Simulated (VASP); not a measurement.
A run of VASP 6.6.1 is set up as follows.

INCAR

```
SYSTEM = Si3H2C2
ALGO = Normal
DIPOL = 0.5 0.5 0.338
EDIFF = 1E-6
ENCUT = 520
IDIPOL = 3
ISIF = 2
ISMEAR = 0
LASPH = .TRUE.
LCHARG = .FALSE.
LDIPOL = .TRUE.
LREAL = Auto
LWAVE = .FALSE.
NBANDS = 64
NELM = 80
PREC = Accurate
SIGMA = 0.05
```

File KPOINTS:

```
k-points
0
G
  4 4 1
  0 0 0
```

POSCAR

```
Si3H2C2
1.0
    6.1223116280      0.0000000000      0.0000000000
    0.0000000000      6.1223116280      0.0000000000
    0.0000000000      0.0000000000     18.0336064671
Si C H
12 8 8
Direct
    0.2500000000      0.2500000000      0.2691906584
    0.2500000000      0.7500000000      0.2691906584
    0.7500000000      0.2500000000      0.2691906584
    0.7500000000      0.7500000000      0.2691906584
    0.4990661320      0.5072831327      0.3923253128
    0.4990661320     -0.0072831327      0.3923253128
    0.0009339385      0.5072829717      0.3923253177
    0.0009339385     -0.0072829717      0.3923253177
    0.7500000158      0.7500000000      0.5115714248
    0.7500004785      0.2500000000      0.5128565292
    0.2499990569      0.7500000000      0.5453273249
    0.2499999611      0.2500000000      0.5004111845
    0.7500000000      0.5000000000      0.3292053881
    0.7500000000      0.0000000000      0.3292053881
    0.2500000000      0.5000000000      0.3292053881
    0.2500000000      0.0000000000      0.3292053881
    0.0060993368      0.7500000000      0.4541726900
   -0.0050631315      0.2500000000      0.4457278708
    0.4939004456      0.7500000000      0.4541729198
    0.5050635535      0.2500000000      0.4457281720
    0.1018236707      0.2500000000      0.2043633518
    0.3981348503      0.2500000000      0.2043580857
    0.3981348503      0.7500000000      0.2043580857
    0.1018236707      0.7500000000      0.2043633518
    0.6018651497      0.2500000000      0.2043580857
    0.8981763293      0.2500000000      0.2043633518
    0.8981763293      0.7500000000      0.2043633518
    0.6018651497      0.7500000000      0.2043580857
```

Potentials or basis: VASP PAW LDA potentials, release 64 (Si, C, H).

Command:

```sh
$ cat potpaw_LDA.64/Si/POTCAR potpaw_LDA.64/C/POTCAR potpaw_LDA.64/H/POTCAR > POTCAR
$ mpirun -np 1 vasp_std > vasp.out
```

Estimate the band gap on the k mesh.

zero (band 44 reaches 1.55 eV, above the bottom of band 45 at 0.29 eV).

Estimate the largest force.

3.119 eV/Å.

Forces in eV/Å, atoms in the order of the input:
```
Si   0.001  0.000  1.326
Si   0.001  0.000  1.226
Si  -0.001  0.000  1.369
Si  -0.001  0.000  1.163
Si   0.002 -0.010 -0.005
Si   0.002  0.010 -0.005
Si  -0.002 -0.010 -0.005
Si  -0.002  0.010 -0.005
Si   0.000  0.000  0.012
Si   0.000  0.000  0.020
Si   0.000  0.000 -3.119
Si   0.000  0.000  1.801
C    0.000  0.423 -0.915
C    0.000 -0.423 -0.915
C    0.000  0.179 -1.026
C    0.000 -0.179 -1.026
C    0.017  0.000  0.030
C   -0.004  0.000 -0.001
C   -0.017  0.000  0.030
C    0.004  0.000 -0.001
H    0.029  0.000  0.010
H   -0.028  0.000  0.010
H   -0.001  0.000  0.001
H    0.003  0.000  0.002
H    0.011  0.000  0.032
H   -0.012  0.000  0.032
H   -0.015  0.000 -0.020
H    0.013  0.000 -0.020
```
